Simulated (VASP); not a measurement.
# AlN (P1) in VASP: single point with PBE

Aim: the single point of AlN with PBE.

All numbers are computed with VASP 6.6.1; they aren't measurements. Logs are shortened: lines on timing, memory, paths and dates and some standing lists are left out, and cuts for length are marked.

### 1 The cell of the first run

The typed cell holds 4 atoms: a = 3.312 Å, b = 3.312 Å, c = 4.188 Å, α = 90.00°, β = 90.00°, γ = 120.00°.

### 2 Single point, PBE (one atom moved)

Contents of INCAR:

```
SYSTEM = AlN
PREC = Accurate
ENCUT = 520
EDIFF = 1E-6
ISMEAR = 0
SIGMA = 0.02
LREAL = .False.
LASPH = .True.
NELM = 60
ALGO = Normal
ISIF = 2
LWAVE = .False.
LCHARG = .False.
GGA = PE
NBANDS = 16
```

Contents of KPOINTS:

```
regular mesh
0
Gamma
  9 9 6
  0 0 0
```

Contents of POSCAR:

```
AlN
1.0
    3.3121157418      0.0000000000      0.0000000000
   -1.6560578709      2.8683763727      0.0000000000
    0.0000000000      0.0000000000      4.1875630000
Al N
2 2
Direct
    0.3333333300      0.6666666700      0.7500000000
    0.7277461466      0.4343939867      0.3061949755
    0.3333333300      0.6666666700      0.2500000000
    0.6666666700      0.3333333300      0.7500000000
```

Potentials or basis: VASP PAW PBE potentials, release 64 (Al, N).

Launch:

```
cat potpaw_PBE.64/Al/POTCAR potpaw_PBE.64/N/POTCAR > POTCAR
mpirun -np 1 vasp_std > vasp.out
```

OUTCAR:

```text
SYSTEM = AlN
   PREC = Accurate
   ENCUT = 520
   EDIFF = 1E-6
   ISMEAR = 0
   LREAL = .False.
   LASPH = .True.
   NELM = 60
   ISIF = 2
   GGA = PE

 ion  position               nearest neighbor table
   1  0.333  0.667  0.750-   4 1.91   4 1.91   4 1.91   3 2.09   3 2.09   2 2.55   2 2.60   2 2.88
                             2 2.91   2 2.95   2 3.21
   2  0.728  0.434  0.306-   3 1.77   3 1.83   4 1.88   3 2.21   4 2.35   1 2.55   1 2.60   1 2.88
                             1 2.91   1 2.95   1 3.21
   3  0.333  0.667  0.250-   2 1.77   2 1.83   1 2.09   1 2.09   2 2.21
   4  0.667  0.333  0.750-   2 1.88   1 1.91   1 1.91   1 1.91   2 2.35

  LATTYP: Found a hexagonal cell.
 ALAT       =     3.3121157418
 C/A-ratio  =     1.2643166261

  Lattice vectors:

 A1 = (   3.3121157418,   0.0000000000,   0.0000000000)
 A2 = (  -1.6560578709,   2.8683763727,   0.0000000000)
 A3 = (   0.0000000000,   0.0000000000,   4.1875630000)

Analysis of symmetry for initial positions (statically):
=====================================================================
 Subroutine PRICEL returns:
 Original cell was already a primitive cell.

 Routine SETGRP: Setting up the symmetry group for a
 hexagonal supercell.

 Subroutine GETGRP returns: Found  1 space group operations
 (whereof  1 operations were pure point group operations)
 out of a pool of 24 trial point group operations.

The static configuration has the point symmetry C_1 .

Analysis of symmetry for dynamics (positions and initial velocities):
=====================================================================
 Subroutine PRICEL returns:
 Original cell was already a primitive cell.

 Routine SETGRP: Setting up the symmetry group for a
 hexagonal supercell.

 Subroutine GETGRP returns: Found  1 space group operations
 (whereof  1 operations were pure point group operations)
 out of a pool of 24 trial point group operations.

The dynamic configuration has the point symmetry C_1 .

 Subroutine INISYM returns: Found  1 space group operations
 (whereof  1 operations are pure point group operations),
 and found     1 'primitive' translations

----------------------------------------------------------------------------------------

                                     Primitive cell

  volume of cell :      39.7835

  direct lattice vectors                    reciprocal lattice vectors
     3.312115742  0.000000000  0.000000000     0.301921816  0.174314642  0.000000000
    -1.656057871  2.868376373  0.000000000     0.000000000  0.348629284  0.000000000
     0.000000000  0.000000000  4.187563000     0.000000000  0.000000000  0.238802377

  length of vectors
     3.312115742  3.312115742  4.187563000     0.348629284  0.348629284  0.238802377

  position of ions in fractional coordinates (direct lattice)
     0.333333330  0.666666670  0.750000000
     0.727746147  0.434393987  0.306194975
     0.333333330  0.666666670  0.250000000
     0.666666670  0.333333330  0.750000000

  ion indices of the primitive-cell ions
   primitive index   ion index
                 1           1
                 2           2
                 3           3
                 4           4

----------------------------------------------------------------------------------------

 KPOINTS: regular mesh

Automatic generation of k-mesh.
 Grid dimensions read from file:
 generate k-points for:    9    9    6

 Generating k-lattice:

  Cartesian coordinates                     Fractional coordinates (reciprocal lattice)
     0.033546868  0.019368294  0.000000000     0.111111111 -0.000000000  0.000000000
     0.000000000  0.038736587  0.000000000     0.000000000  0.111111111  0.000000000
     0.000000000  0.000000000  0.039800396     0.000000000  0.000000000  0.166666667

  Length of vectors
     0.038736587  0.038736587  0.039800396

  Shift w.r.t. Gamma in fractional coordinates (k-lattice)
     0.000000000  0.000000000  0.000000000

 Subroutine IBZKPT returns following result:
 ===========================================

 Found    244 irreducible k-points:

 Following reciprocal coordinates:
            Coordinates               Weight
  0.000000  0.000000  0.000000      1.000000
  0.111111  0.000000  0.000000      2.000000
  0.000000  0.111111  0.000000      2.000000
 -0.111111  0.111111  0.000000      2.000000
  0.222222  0.000000  0.000000      2.000000
  0.000000  0.222222  0.000000      2.000000
[... 16 lines left out ...]
  0.333333  0.111111  0.000000      2.000000
 -0.111111  0.444444  0.000000      2.000000
 [... further k-points ...]
   k-points           NKPTS =    244   k-points in BZ     NKDIM =    244   number of bands    NBANDS=     16
   number of dos      NEDOS =    301   number of ions     NIONS =      4
   total plane-waves  NPLWV =  25088
   dimension x,y,z NGX =    28 NGY =   28 NGZ =   32
   dimension x,y,z NGXF=    56 NGYF=   56 NGZF=   64
   ions per type =               2   2
   NGX,Y,Z   is equivalent  to a cutoff of  14.05, 14.05, 12.70 a.u.
   NGXF,Y,Z  is equivalent  to a cutoff of  28.11, 28.11, 25.41 a.u.
 SYSTEM =  AlN
   PREC   = accura    normal or accurate (medium, high low for compatibility)
   ISTART =      0    job   : 0-new  1-cont  2-samecut
   ICHARG =      2    charge: 1-file 2-atom 10-const
   ISPIN  =      1    spin polarized calculation?
   LNONCOLLINEAR =      F non collinear calculations
   LSORBIT =      F    spin-orbit coupling
   LASPH  =      T    aspherical Exc in radial PAW
   ENCUT  =  520.0 eV  38.22 Ry    6.18 a.u.   6.16  6.16  7.79*2*pi/ulx,y,z
   NELM   =     60;   NELMIN=  2; NELMDL= -5     # of ELM steps
   EDIFF  = 0.1E-05   stopping-criterion for ELM
   LREAL  =      F    real-space projection
   EDIFFG = 0.1E-04   stopping-criterion for IOM
   NSW    =      0    number of steps for IOM
   IBRION =     -1    ionic relax: 0-MD 1-quasi-New 2-CG
   NFREE  =      0    steps in history (QN), initial steepest desc. (CG)
   ISIF   =      2    stress and relaxation
   ISYM   =      2    0-nonsym 1-usesym 2-fastsym
   POTIM  = 0.5000    time-step for ionic-motion
   TEBEG  =    0.0;   TEEND  =   0.0 temperature during run
   PSTRESS=    0.0 pullay stress
   NELECT =      16.0000    total number of electrons
   NUPDOWN=      -1.0000    fix difference up-down
   EMIN   =  10.00;   EMAX   =-10.00  energy-range for DOS
   EFERMI =   0.00;   METHOD = LEGACY
   ISMEAR =     0;   SIGMA  =   0.02  broadening in eV -4-tet -1-fermi 0-gaus
   EFERMI_NEDOS =   21; number of points for ismear=-14 and -15
   IALGO  =     38    algorithm
   IMIX   =      4    mixing-type and parameters
     AMIX     =   0.40;   BMIX     =  1.00
     AMIX_MAG =   1.60;   BMIX_MAG =  1.00
  volume/ion in A,a.u.               =       9.95        67.12
  Fermi-wavevector in a.u.,A,eV,Ry     =   1.208409  2.283561 19.867927  1.460251
  Thomas-Fermi vector in A             =   2.344017
   LORBIT       =      0    0 simple, 1 ext, 2 COOP (PROOUT), +10 PAW based schemes
   GGA     = PE    functional components
   LHFCALC =     F    Hartree Fock is set to
   AEXX    =    0.0000 exact exchange contribution
   IVDW    =     0    specifies the selected vdW correction
   LEPSILON=     F    determine dielectric tensor
   LRPA    =     F    only Hartree local field effects (RPA)
 non-spin polarized calculation
 Gauss-broadening in eV      SIGMA  =   0.02
  energy-cutoff  :      520.00
  volume of cell :       39.78
 maximum number of plane-waves:      1090
 NGX is ok and might be reduce to    28
   NGX = 13   NGY = 13   NGZ = 15

 number of electron      15.9999999 magnetization

 Free energy of the ion-electron system (eV)
  ---------------------------------------------------
  ext. energy  EPLUGINS =         0.00000000
  ---------------------------------------------------
  free energy    TOTEN  =       -28.54980501 eV

  energy without entropy =      -28.54980501  energy(sigma->0) =      -28.54980501

 E-fermi :   7.9374     XC(G=0): -11.1438

 val. band max:        7.7918310314   @ k =   0.0000   0.0000   0.0000
 cond. band min:      10.9832078901   @ k =   0.0000   0.0000   0.0000
 fundamental gap:      3.1913768587
 Fermi energy:         7.9373857322

 k-point     1 :       0.0000    0.0000    0.0000
  band No.  band energies     occupation
      1      -8.9334      2.00000
      2      -5.3520      2.00000
      3       1.1196      2.00000
      4       4.2687      2.00000
      5       4.8990      2.00000
      6       6.0061      2.00000
[... 8 lines left out ...]
     15      19.3641      0.00000
     16      19.7663      0.00000

 k-point     2 :       0.1111    0.0000    0.0000
  band No.  band energies     occupation
      1      -8.7923      2.00000
      2      -5.3492      2.00000
      3       1.2714      2.00000
      4       3.8538      2.00000
      5       4.6538      2.00000
      6       5.5712      2.00000
[... 8 lines left out ...]
     15      19.4043      0.00000
     16      19.8742      0.00000

 k-point     3 :       0.0000    0.1111    0.0000
  band No.  band energies     occupation
      1      -8.7978      2.00000
      2      -5.3462      2.00000
      3       1.2656      2.00000
      4       4.0889      2.00000
      5       4.3355      2.00000
      6       6.0490      2.00000
[... 8 lines left out ...]
     15      18.9083      0.00000
     16      19.9509      0.00000

 k-point     4 :      -0.1111    0.1111    0.0000
  band No.  band energies     occupation
      1      -8.7930      2.00000
      2      -5.3483      2.00000
      3       1.2706      2.00000
      4       3.8570      2.00000
      5       4.6419      2.00000
      6       5.6051      2.00000
[... 8 lines left out ...]
     15      19.3526      0.00000
     16      19.9468      0.00000
[... 324 lines left out ...]
 k-point    22 :       0.3333   -0.1111    0.0000
  band No.  band energies     occupation
      1      -8.0023      2.00000
      2      -5.4824      2.00000
      3       2.1399      2.00000
      4       2.4521      2.00000
      5       3.2213      2.00000
      6       4.6889      2.00000
[... 8 lines left out ...]
     15      19.0219      0.00000
     16      20.7624      0.00000

 k-point    23 :       0.3333    0.1111    0.0000
  band No.  band energies     occupation
      1      -7.3843      2.00000
      2      -5.7575      2.00000
      3       1.6116      2.00000
      4       2.8642      2.00000
      5       3.3144      2.00000
      6       3.8516      2.00000
[... 8 lines left out ...]
     15      20.5020      0.00000
     16      20.7582      0.00000

 k-point    24 :      -0.1111    0.4444    0.0000
  band No.  band energies     occupation
      1      -7.4678      2.00000
      2      -5.6755      2.00000
      3       1.6876      2.00000
      4       2.7599      2.00000
      5       3.0366      2.00000
      6       4.2988      2.00000
[... 8 lines left out ...]
     15      20.5424      0.00000
     16      20.8114      0.00000

 [... further k-points ...]
[... 5 lines left out ...]
  --------------------------------------------------------------------------------------
  -------------------------------------------------------------------------------------
  Total        4.1889479     -0.8645314      2.6030206      0.5871549      0.2626034     -0.0370073
  in kB      168.6990154    -34.8167617    104.8299070     23.6461396     10.5756693     -1.4903742
  external PRESSURE =      79.5707202 kB  Pullay stress =       0.0000000 kB

 VOLUME and BASIS-vectors are now :
 -----------------------------------------------------------------------------
  energy-cutoff  :      520.00
  volume of cell :       39.78
      direct lattice vectors                 reciprocal lattice vectors
     3.312115742  0.000000000  0.000000000     0.301921816  0.174314642  0.000000000
    -1.656057871  2.868376373  0.000000000     0.000000000  0.348629284  0.000000000
     0.000000000  0.000000000  4.187563000     0.000000000  0.000000000  0.238802377

 POSITION                                       TOTAL-FORCE (eV/Angst)
 -----------------------------------------------------------------------------------
     -0.00000      1.91225      3.14067         0.119509      0.354668      1.734720
      1.69100      1.24601      1.28221        -1.149030     -2.913578     -2.243690
     -0.00000      1.91225      1.04689         0.965675      1.946089      0.265327
      1.65606      0.95613      3.14067         0.063846      0.612822      0.243642
 -----------------------------------------------------------------------------------
    total drift:                               -0.000089     -0.000224     -0.000403

  FREE ENERGIE OF THE ION-ELECTRON SYSTEM (eV)
  ---------------------------------------------------
  free  energy   TOTEN  =       -28.5498050088 eV

  energy  without entropy=      -28.5498050088  energy(sigma->0) =      -28.54980501
```

Wall time 1.9 min (1 thread of Intel Xeon Platinum 8259CL at 2.50GHz (Skylake/Cascade Lake), shared host); peak memory 0.25 GiB.

What came out:

- Free energy: -28.5498 eV
- Pressure: 8.0 GPa
- Largest force: 3.853 eV/Å
- Band gap on the k mesh: 3.19 eV

Forces in eV/Å, atoms in the order of the input:
```
Al   0.120  0.355  1.735
Al  -1.149 -2.914 -2.244
N    0.966  1.946  0.265
N    0.064  0.613  0.244
```

Caveat: the cell differs from its parent crystal (one atom moved); the cell stands under pressure; forces of over 1 eV/Å act on the atoms, so gaps and moduli don't describe the material at rest.
